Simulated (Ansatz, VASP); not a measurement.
## Two plane-wave programs on Sr

```xyz
2
Lattice="4.2718 0.0000 0.0000 -2.1359 3.6995 0.0000 0.0000 0.0000 6.9353" Properties=species:S:1:pos:R:3 pbc="T T T"
Sr    0.0000    2.4663    1.7338
Sr    2.1359    1.2332    5.2015
```

Alike in both runs: functional PBE; k mesh 6 × 6 × 4; occupations gaussian, width 0.1 eV; no spin polarisation.

Ansatz relaxed the structure, and its values are those at the end. VASP's run is a single point on that final structure, the one shown.

```csv
,VASP,Ansatz
version,VASP 6.6.1,Ansatz 0.2.0
potentials or method,"VASP PAW PBE potentials, release 64 (Sr_sv), cutoff 520 eV","scalar-relativistic, plane waves, PAW"
valence electrons in the cell,20,20
```

```csv
,VASP,Ansatz,Ansatz less VASP
gap on the k mesh at the Fermi level (eV),none,none,-
pressure (GPa),0.1,0.1,-0.01
```

A gap of «none» marks a metal or a gap that the smearing closes. With one functional, cell and mesh, what is left measures potentials, basis and numerics.
